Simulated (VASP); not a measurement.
A run of VASP 6.6.1 is set up as follows.

Contents of POSCAR:

```
Pd
1.0
    0.0000000000      2.9418769169      2.9418769169
    2.9418769169      0.0000000000      2.9418769169
    2.9418769169      2.9418769169      0.0000000000
Pd
2
Direct
    0.1250000000      0.1250000000      0.1250000000
    0.8750000000      0.8750000000      0.8750000000
```

INCAR.step1

```
SYSTEM = Pd
ALGO     = Normal         ! electronic algorithm
EDIFF    = 1E-4           ! SCF threshold, eV
ENCUT    = 520            ! plane-wave cutoff, eV
GGA      = PE             ! functional
ISMEAR   = -1             ! smearing method
ISPIN    = 2              ! spin polarisation
LASPH    = .True.         ! aspherical terms in the spheres
LCHARG   = .False.        ! write CHGCAR
LMAXMIX  = 4              ! l up to which the mixer works
LREAL    = .False.        ! projectors in reciprocal space
LWAVE    = .True.         ! write WAVECAR
MAGMOM   = 0.52 0.52      ! initial moments
NBANDS   = 21             ! bands
NELM     = 150            ! most SCF steps
PREC     = Accurate       ! precision mode
SIGMA    = 0.05           ! smearing width, eV
```

File INCAR.step2:

```
SYSTEM = Pd
ALGO     = Normal         ! electronic algorithm
EDIFF    = 1E-6           ! SCF threshold, eV
ENCUT    = 520            ! plane-wave cutoff, eV
ISIF     = 2              ! what is computed and relaxed
ISMEAR   = -1             ! smearing method
ISPIN    = 2              ! spin polarisation
ISTART   = 1            
LASPH    = .True.         ! aspherical terms in the spheres
LCHARG   = .True.         ! write CHGCAR
LELF     = .True.         ! ELF
LMAXMIX  = 4              ! l up to which the mixer works
LMIXTAU  = .True.       
LORBIT   = 11             ! projections on sites
LREAL    = .False.        ! projectors in reciprocal space
LVHAR    = .True.       
LWAVE    = .False.        ! write WAVECAR
MAGMOM   = 0.52 0.52      ! initial moments
METAGGA  = R2SCAN         ! meta-GGA
NBANDS   = 21             ! bands
NELM     = 150            ! most SCF steps
PREC     = Accurate       ! precision mode
SIGMA    = 0.05           ! smearing width, eV
```

File KPOINTS:

```
k-points
0
Gamma
  11 11 11
  0 0 0
```

Potentials or basis: VASP PAW PBE potentials, release 64 (Pd).

Launch:

```sh
$ cat potpaw_PBE.64/Pd/POTCAR > POTCAR
$ cp INCAR.step1 INCAR
$ mpirun -np 1 vasp_std > vasp.out
$ cp INCAR.step2 INCAR
$ mpirun -np 1 vasp_std > vasp.out
```

**Question.** Estimate the site moments.

**Answer.** Pd +0.50 μB.

**Question.** What does it give for the net moment?

**Answer.** 1.01 μB per cell.

Caveat: the cell stands under tension.
